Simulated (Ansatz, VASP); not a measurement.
## HfN: VASP beside Ansatz

The input INCAR:

```
PREC     = Accurate       # precision mode
ENCUT    = 600            # plane-wave cutoff, eV
EDIFF    = 1E-6           # SCF threshold, eV
ISMEAR   = 0              # smearing method
SIGMA    = 0.1            # smearing width, eV
LREAL    = False          # projectors in reciprocal space
LASPH    = True           # aspherical terms in the spheres
NELM     = 60             # most SCF steps
ALGO     = Normal         # electronic algorithm
ISIF     = 3              # what is computed and relaxed
LWAVE    = False          # write WAVECAR
LCHARG   = False          # write CHGCAR
GGA      = PE             # functional
IBRION   = 2              # ionic algorithm
NSW      = 100            # ionic steps
EDIFFG   = -0.005         # ionic threshold
```

KPOINTS

```
regular mesh
0
Gamma
  14 14 14
```

The input POSCAR:

```
HfN
1.0
    0.0000000000      2.4548220000      2.4548220000
    2.4548220000      0.0000000000      2.4548220000
    2.4548220000      2.4548220000      0.0000000000
Hf N
1 1
Direct
    0.0000000000      0.0000000000      0.0000000000
    0.7500000000      0.7500000000      0.7500000000
```

Input for Ansatz:

```yaml
crystal:
  lattice:
    - [0.0, 2.454822, 2.454822]
    - [2.454822, 0.0, 2.454822]
    - [2.454822, 2.454822, 0.0]
  atoms:
    - { symbol: Hf, position: [0.0, 0.0, 0.0] }
    - { symbol: "N", position: [0.75, 0.75, 0.75] }
basis:
  ecutwfc: 420
kpoints:
  mp_grid: { grid: [14, 14, 14] }
hamiltonian:
  xc: pbe
scf:
  occupations: { method: gaussian, width: 0.1 }
output:
  forces: true
  stress: true
  eigenvalues: true
  write_density: true
  write_potential: true
  elf: true
  volumetric_format: npy
relax:
  adjacent_minimum: "off"
  f_tol: 0.005
  max_steps: 80
  cell: { stress_tol: 0.05 }
```

Alike in both runs: task relaxation of cell and atoms; functional PBE; k mesh 14 × 14 × 14; occupations gaussian, width 0.1 eV; no spin polarisation.

|  | VASP | Ansatz |
| --- | --- | --- |
| version | VASP 6.6.1 | Ansatz 0.2.0 |
| potentials or method | VASP PAW PBE potentials, release 64 (Hf_pv, N), cutoff 600 eV | scalar-relativistic, plane waves, PAW |
| valence electrons in the cell | 15 | 31 |

VASP gave:

- gap on the k mesh at the Fermi level, each at its own relaxed structure (eV): none
- relaxed volume (Å³/atom): 14.76
- relaxed length of the cell vector where the two differ most in proportion (Å): 3.469

Q: Which values does Ansatz return?

A: gap on the k mesh at the Fermi level, each at its own relaxed structure (eV): none; relaxed volume (Å³/atom): 14.85; relaxed length of the cell vector where the two differ most in proportion (Å): 3.476.

A gap of «none» marks a metal or a gap that the smearing closes. VASP's potentials hold 15 valence electrons a cell and Ansatz's 31, so a difference there can come from the potentials and not from the codes.

Spin-orbit coupling is off throughout.
